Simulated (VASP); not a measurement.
# VBiO4 (I4_1/a) in VASP: single point with PBE

Aim: the single point of VBiO4 with PBE.

Everything below comes from runs of VASP 6.6.1. Logs are shortened: lines on timing, memory, paths and dates and some standing lists are left out, and cuts for length are marked.

## 1. The cell of the first run

Symmetry: I4_1/a, No. 88, tetragonal system. The conventional cell has a = 5.147 Å, b = 5.147 Å, c = 11.722 Å, α = 90.00°, β = 90.00°, γ = 90.00°. V (site symmetry -4) has 4 O at 1.73 Å within 2.3 Å. Bi (site symmetry -4) has 8 O at 2.44 to 2.49 Å within 3.2 Å. Within 2.3 Å of O (site symmetry 1) lie 1 V at 1.73 Å.

## 2. Single point, PBE

File INCAR:

```
SYSTEM = VBiO4
PREC = Accurate
ENCUT = 520
EDIFF = 1E-7
ISMEAR = -1
SIGMA = 0.02
LREAL = .FALSE.
LASPH = .TRUE.
NELM = 60
ALGO = Normal
ISIF = 2
LWAVE = .FALSE.
LCHARG = .FALSE.
GGA = PE
NBANDS = 64
```

File KPOINTS:

```
Automatic mesh
0
G
  6 6 6
  0 0 0
```

File POSCAR:

```
VBiO4
1.0
   -2.5735000000      2.5735000000      5.8608000000
    2.5735000000     -2.5735000000      5.8608000000
    2.5735000000      2.5735000000     -5.8608000000
V Bi O
2 2 8
Direct
    0.7500000000      0.2500000000      0.5000000000
    0.0000000000      0.0000000000      0.0000000000
    0.2500000000      0.7500000000      0.5000000000
    0.5000000000      0.5000000000      0.0000000000
    0.0776189015      0.4679118951      0.8884291592
    0.2179118951      0.8294827359      0.8902929936
    0.5794827359      0.1891897423      0.1115708408
    0.9391897423      0.3276189015      0.1097070064
    0.6723810985      0.7820881049      0.6115708408
    0.5320881049      0.4205172641      0.6097070064
    0.1705172641      0.0608102577      0.3884291592
    0.8108102577      0.9223810985      0.3902929936
```

Potentials or basis: VASP PAW PBE potentials, release 64 (V_sv, Bi_d, O).

Run with:

```bash
cat potpaw_PBE.64/V_sv/POTCAR potpaw_PBE.64/Bi_d/POTCAR potpaw_PBE.64/O/POTCAR > POTCAR
mpirun -np 1 vasp_std > vasp.out
```

OUTCAR:

```text
SYSTEM = VBiO4
   PREC = Accurate
   ENCUT = 520
   EDIFF = 1E-7
   ISMEAR = -1
   LREAL = .FALSE.
   LASPH = .TRUE.
   NELM = 60
   ISIF = 2
   GGA = PE

 ion  position               nearest neighbor table
   1  0.750  0.250  0.500-   5 1.73   7 1.73  10 1.73  12 1.73
   2  0.000  0.000  0.000-   6 1.73   8 1.73   9 1.73  11 1.73
   3  0.250  0.750  0.500-   7 2.44  10 2.44  12 2.44   5 2.44   6 2.49  11 2.49   8 2.49   9 2.49
                             4 3.90   4 3.90   4 3.90   4 3.90
   4  0.500  0.500  0.000-   9 2.44   6 2.44   8 2.44  11 2.44   5 2.49  10 2.49  12 2.49   7 2.49
                             3 3.90   3 3.90   3 3.90   3 3.90
   5  0.078  0.468  0.888-   1 1.73   3 2.44   4 2.49
   6  0.218  0.829  0.890-   2 1.73   4 2.44   3 2.49
   7  0.579  0.189  0.112-   1 1.73   3 2.44   4 2.49
   8  0.939  0.328  0.110-   2 1.73   4 2.44   3 2.49
   9  0.672  0.782  0.612-   2 1.73   4 2.44   3 2.49
  10  0.532  0.421  0.610-   1 1.73   3 2.44   4 2.49
  11  0.171  0.061  0.388-   2 1.73   4 2.44   3 2.49
  12  0.811  0.922  0.390-   1 1.73   3 2.44   4 2.49

  LATTYP: Found a body centered tetragonal cell.
 ALAT       =     5.1470000000
 C/A-ratio  =     2.2773654556

  Lattice vectors:

 A1 = (  -2.5735000000,   2.5735000000,   5.8608000000)
 A2 = (   2.5735000000,  -2.5735000000,   5.8608000000)
 A3 = (   2.5735000000,   2.5735000000,  -5.8608000000)

Analysis of symmetry for initial positions (statically):
=====================================================================
 Subroutine PRICEL returns:
 Original cell was already a primitive cell.

 Routine SETGRP: Setting up the symmetry group for a
 body centered tetragonal supercell.

 Subroutine GETGRP returns: Found  8 space group operations
 (whereof  4 operations were pure point group operations)
 out of a pool of 16 trial point group operations.

The static configuration has the point symmetry S_4 .
 The point group associated with its full space group is C_4h.

Analysis of symmetry for dynamics (positions and initial velocities):
=====================================================================
 Subroutine PRICEL returns:
 Original cell was already a primitive cell.

 Routine SETGRP: Setting up the symmetry group for a
 body centered tetragonal supercell.

 Subroutine GETGRP returns: Found  8 space group operations
 (whereof  4 operations were pure point group operations)
 out of a pool of 16 trial point group operations.

The dynamic configuration has the point symmetry S_4 .
 The point group associated with its full space group is C_4h.

 Subroutine INISYM returns: Found  8 space group operations
 (whereof  4 operations are pure point group operations),
 and found     1 'primitive' translations

----------------------------------------------------------------------------------------

                                     Primitive cell

  volume of cell :     155.2620

  direct lattice vectors                    reciprocal lattice vectors
    -2.573500000  2.573500000  5.860800000     0.000000000  0.194287935  0.085312585
     2.573500000 -2.573500000  5.860800000     0.194287935  0.000000000  0.085312585
     2.573500000  2.573500000 -5.860800000     0.194287935  0.194287935  0.000000000

  length of vectors
     6.898897096  6.898897096  6.898897096     0.212193399  0.212193399  0.274764632

  position of ions in fractional coordinates (direct lattice)
     0.750000000  0.250000000  0.500000000
     0.000000000  0.000000000  0.000000000
     0.250000000  0.750000000  0.500000000
     0.500000000  0.500000000  0.000000000
     0.077618902  0.467911895  0.888429159
     0.217911895  0.829482736  0.890292994
     0.579482736  0.189189742  0.111570841
     0.939189742  0.327618902  0.109707006
     0.672381098  0.782088105  0.611570841
     0.532088105  0.420517264  0.609707006
     0.170517264  0.060810258  0.388429159
     0.810810258  0.922381098  0.390292994

  ion indices of the primitive-cell ions
   primitive index   ion index
                 1           1
                 2           2
                 3           3
                 4           4
                 5           5
                 6           6
                 7           7
                 8           8
                 9           9
                10          10
                11          11
                12          12

----------------------------------------------------------------------------------------

 KPOINTS: Automatic mesh

Automatic generation of k-mesh.
 Grid dimensions read from file:
 generate k-points for:    6    6    6

 Generating k-lattice:

  Cartesian coordinates                     Fractional coordinates (reciprocal lattice)
     0.000000000  0.032381322  0.014218764     0.166666667  0.000000000 -0.000000000
     0.032381322  0.000000000  0.014218764     0.000000000  0.166666667 -0.000000000
     0.032381322  0.032381322  0.000000000     0.000000000  0.000000000  0.166666667

  Length of vectors
     0.035365567  0.035365567  0.045794105

  Shift w.r.t. Gamma in fractional coordinates (k-lattice)
     0.000000000  0.000000000  0.000000000

 Subroutine IBZKPT returns following result:
 ===========================================

 Found     36 irreducible k-points:

 Following reciprocal coordinates:
            Coordinates               Weight
  0.000000  0.000000  0.000000      1.000000
  0.166667 -0.000000  0.000000      8.000000
  0.333333 -0.000000  0.000000      8.000000
  0.500000 -0.000000  0.000000      4.000000
  0.166667  0.166667  0.000000      8.000000
  0.333333  0.166667  0.000000      8.000000
[... 16 lines left out ...]
  0.333333 -0.333333  0.166667      4.000000
 -0.166667  0.333333  0.166667      8.000000
 [... further k-points ...]
   k-points           NKPTS =     36   k-points in BZ     NKDIM =     36   number of bands    NBANDS=     64
   number of dos      NEDOS =    301   number of ions     NIONS =     12
   total plane-waves  NPLWV = 157464
   dimension x,y,z NGX =    54 NGY =   54 NGZ =   54
   dimension x,y,z NGXF=   108 NGYF=  108 NGZF=  108
   ions per type =               2   2   8
   NGX,Y,Z   is equivalent  to a cutoff of  13.01, 13.01, 13.01 a.u.
   NGXF,Y,Z  is equivalent  to a cutoff of  26.03, 26.03, 26.03 a.u.
 SYSTEM =  VBiO4
   PREC   = accura    normal or accurate (medium, high low for compatibility)
   ISTART =      0    job   : 0-new  1-cont  2-samecut
   ICHARG =      2    charge: 1-file 2-atom 10-const
   ISPIN  =      1    spin polarized calculation?
   LNONCOLLINEAR =      F non collinear calculations
   LSORBIT =      F    spin-orbit coupling
   LASPH  =      T    aspherical Exc in radial PAW
   ENCUT  =  520.0 eV  38.22 Ry    6.18 a.u.  12.83 12.83 12.83*2*pi/ulx,y,z
   NELM   =     60;   NELMIN=  2; NELMDL= -5     # of ELM steps
   EDIFF  = 0.1E-06   stopping-criterion for ELM
   LREAL  =      F    real-space projection
   EDIFFG = 0.1E-05   stopping-criterion for IOM
   NSW    =      0    number of steps for IOM
   IBRION =     -1    ionic relax: 0-MD 1-quasi-New 2-CG
   NFREE  =      0    steps in history (QN), initial steepest desc. (CG)
   ISIF   =      2    stress and relaxation
   ISYM   =      2    0-nonsym 1-usesym 2-fastsym
   POTIM  = 0.5000    time-step for ionic-motion
   TEBEG  =    0.0;   TEEND  =   0.0 temperature during run
   PSTRESS=    0.0 pullay stress
   NELECT =     104.0000    total number of electrons
   NUPDOWN=      -1.0000    fix difference up-down
   EMIN   =  10.00;   EMAX   =-10.00  energy-range for DOS
   EFERMI =   0.00;   METHOD = LEGACY
   ISMEAR =    -1;   SIGMA  =   0.02  broadening in eV -4-tet -1-fermi 0-gaus
   EFERMI_NEDOS =   21; number of points for ismear=-14 and -15
   IALGO  =     38    algorithm
   IMIX   =      4    mixing-type and parameters
     AMIX     =   0.40;   BMIX     =  1.00
     AMIX_MAG =   1.60;   BMIX_MAG =  1.00
  volume/ion in A,a.u.               =      12.94        87.31
  Fermi-wavevector in a.u.,A,eV,Ry     =   1.432400  2.706843 27.916008  2.051769
  Thomas-Fermi vector in A             =   2.552031
   LORBIT       =      0    0 simple, 1 ext, 2 COOP (PROOUT), +10 PAW based schemes
   GGA     = PE    functional components
   LHFCALC =     F    Hartree Fock is set to
   AEXX    =    0.0000 exact exchange contribution
   IVDW    =     0    specifies the selected vdW correction
   LEPSILON=     F    determine dielectric tensor
   LRPA    =     F    only Hartree local field effects (RPA)
 non-spin polarized calculation
  energy-cutoff  :      520.00
  volume of cell :      155.26
 maximum number of plane-waves:      4210
 NGX is ok and might be reduce to    54
   NGX = 25   NGY = 25   NGZ = 25

 number of electron     104.0000009 magnetization

 Free energy of the ion-electron system (eV)
  ---------------------------------------------------
  ext. energy  EPLUGINS =         0.00000000
  ---------------------------------------------------
  free energy    TOTEN  =       -89.02553765 eV

  energy without entropy =      -89.02553765  energy(sigma->0) =      -89.02553765

 E-fermi :   5.0248     XC(G=0): -10.8108

 val. band max:        4.5661165525   @ k =  -0.3333   0.3333   0.0000
 cond. band min:       6.7567709396   @ k =  -0.3333   0.3333   0.1667
 fundamental gap:      2.1906543871
 Fermi energy:         5.0248341645

 k-point     1 :       0.0000    0.0000    0.0000
  band No.  band energies     occupation
      1     -59.6861      2.00000
      2     -59.6855      2.00000
      3     -33.6252      2.00000
      4     -33.6252      2.00000
      5     -33.6232      2.00000
      6     -33.6232      2.00000
[... 56 lines left out ...]
     63       9.9058      0.00000
     64       9.9058      0.00000

 k-point     2 :       0.1667   -0.0000    0.0000
  band No.  band energies     occupation
      1     -59.6861      2.00000
      2     -59.6855      2.00000
      3     -33.6255      2.00000
      4     -33.6253      2.00000
      5     -33.6234      2.00000
      6     -33.6229      2.00000
[... 1530 lines left out ...]
     63       9.8342      0.00000
     64      10.2173      0.00000

 [... further k-points ...]

------------------------ aborting loop because EDIFF is reached ----------------------------------------

  FORCE on cell =-STRESS in cart. coord.  units (eV):
  Direction    XX          YY          ZZ          XY          YZ          ZX
  --------------------------------------------------------------------------------------
  -------------------------------------------------------------------------------------
  Total        2.1579524      2.1579524      1.8349797     -0.0000005      0.0000000      0.0000000
  in kB       22.2683069     22.2683069     18.9354925     -0.0000054      0.0000000      0.0000000
  external PRESSURE =      21.1573687 kB  Pullay stress =       0.0000000 kB

 VOLUME and BASIS-vectors are now :
 -----------------------------------------------------------------------------
  energy-cutoff  :      520.00
  volume of cell :      155.26
      direct lattice vectors                 reciprocal lattice vectors
    -2.573500000  2.573500000  5.860800000     0.000000000  0.194287935  0.085312585
     2.573500000 -2.573500000  5.860800000     0.194287935  0.000000000  0.085312585
     2.573500000  2.573500000 -5.860800000     0.194287935  0.194287935  0.000000000

 POSITION                                       TOTAL-FORCE (eV/Angst)
 -----------------------------------------------------------------------------------
      0.00000      2.57350      2.93040         0.000000      0.000000      0.000000
      0.00000      0.00000      0.00000         0.000000      0.000000     -0.000000
      2.57350      0.00000      2.93040         0.000000      0.000000      0.000000
      0.00000      0.00000      5.86080        -0.000000      0.000000     -0.000000
      3.29079      1.28195     -2.00966         0.048252      0.103722      0.070906
      3.86505      0.71729      0.92074        -0.103722      0.048252      0.070906
     -0.71729      1.29155      3.85114        -0.048252     -0.103722      0.070906
     -1.29155      1.85621      6.78154         0.103722     -0.048252      0.070906
      1.85621      1.29155      4.94006        -0.048252     -0.103722     -0.070906
      1.28195      1.85621      2.00966         0.103722     -0.048252     -0.070906
      0.71729      1.28195     -0.92074         0.048252      0.103722     -0.070906
      1.29155      0.71729      7.87046        -0.103722      0.048252     -0.070906
 -----------------------------------------------------------------------------------
    total drift:                                0.000000      0.000000      0.000000

  FREE ENERGIE OF THE ION-ELECTRON SYSTEM (eV)
  ---------------------------------------------------
  free  energy   TOTEN  =       -89.0255376547 eV

  energy  without entropy=      -89.0255376547  energy(sigma->0) =      -89.02553765
```

Run time: 12 min. Hardware: 1 thread of Intel Xeon Platinum 8375C at 2.90GHz (Ice Lake), shared host; peak memory 0.56 GiB.

Results:

```yaml
Free_energy: -89.0255 eV
Pressure: 2.1 GPa
Largest_force: 0.135 eV/Å
Band_gap_on_the_k_mesh: 2.19 eV (least direct gap 2.27 eV)
```

Forces on the atoms (eV/Å):
```
V    0.000  0.000  0.000
V    0.000  0.000  0.000
Bi   0.000  0.000  0.000
Bi   0.000  0.000  0.000
O    0.048  0.104  0.071
O   -0.104  0.048  0.071
O   -0.048 -0.104  0.071
O    0.104 -0.048  0.071
O   -0.048 -0.104 -0.071
O    0.104 -0.048 -0.071
O    0.048  0.104 -0.071
O   -0.104  0.048 -0.071
```

Levels at points of the mesh, in eV from the valence-band top:
```
           k point  band 50  band 51  band 52  band 53  band 54  band 55
(0.00, 0.00, 0.00)    -0.63    -0.63    -0.43     2.41     2.88     3.14
(0.50, 0.00, 0.00)    -0.91    -0.48    -0.15     2.19     2.62     3.02
(0.50, 0.50, 0.00)    -0.84    -0.34    -0.34     2.81     2.81     3.05
(0.50, 0.50, 0.50)    -0.91    -0.70    -0.70     2.96     2.96     3.04
```

Caveat: spin-orbit coupling is left out, which moves the levels of the heavy elements. A k mesh can miss the band edges.
